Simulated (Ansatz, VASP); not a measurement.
K in VASP and in Ansatz

File INCAR:

```
SYSTEM = K
ALGO = Normal
EDIFF = 1E-7
ENCUT = 520
GGA = PS
ISIF = 2
ISMEAR = -1
LASPH = .True.
LCHARG = .False.
LREAL = .False.
LWAVE = .False.
NBANDS = 10
NELM = 80
PREC = Accurate
SIGMA = 0.1
```

KPOINTS

```
k-points
0
Gamma
  8 8 8
  0 0 0
```

Contents of POSCAR:

```
K
1.0
    4.0773541859      0.0000000000      0.0000000000
    0.0000000000      4.0773541859      0.0000000000
    0.0000000000      0.0000000000      4.0773541859
K
1
Direct
    0.0000000000      0.0000000000      0.0000000000
```

Input for Ansatz:

```yaml
crystal:
  lattice:
    - [4.0773541859, 0.0, 0.0]
    - [0.0, 4.0773541859, 0.0]
    - [0.0, 0.0, 4.0773541859]
  atoms:
    - { symbol: K, position: [0.0, 0.0, 0.0] }
hamiltonian:
  xc: pbesol
  pseudopotentials:
    kind: paw
    azcp:
      K: "pseudopotentials/K.paw.azcp"
basis:
  ecutwfc: 420
  fft_grid_basis: typed
kpoints:
  mp_grid: { grid: [8, 8, 8], shift: [0, 0, 0] }
magnetization:
  spin_polarized: false
scf:
  occupations: { method: fermi_dirac, width: 0.1 }
  lower_state_search: "off"
output:
  stress: true
  write_density: true
  write_potential: true
  elf: true
  volumetric_format: npy
```

Alike in both runs: task single point; functional PBEsol; k mesh 8 × 8 × 8; occupations fermi-dirac, width 0.1 eV; no spin polarisation.

|  | VASP | Ansatz |
| --- | --- | --- |
| version | VASP 6.6.1 | Ansatz 0.2.0 |
| potentials or method | VASP PAW PBE potentials, release 64 (K_sv), cutoff 520 eV | plane waves (420 eV) with PAW, scalar-relativistic |
| valence electrons in the cell | 9 | 9 |

|  | VASP | Ansatz | Ansatz less VASP |
| --- | --- | --- | --- |
| pressure (GPa) | 0.4 | 0.4 | +0.01 |

VASP's potentials were made for PBE, not for PBEsol, and Ansatz warns of the same on its side.
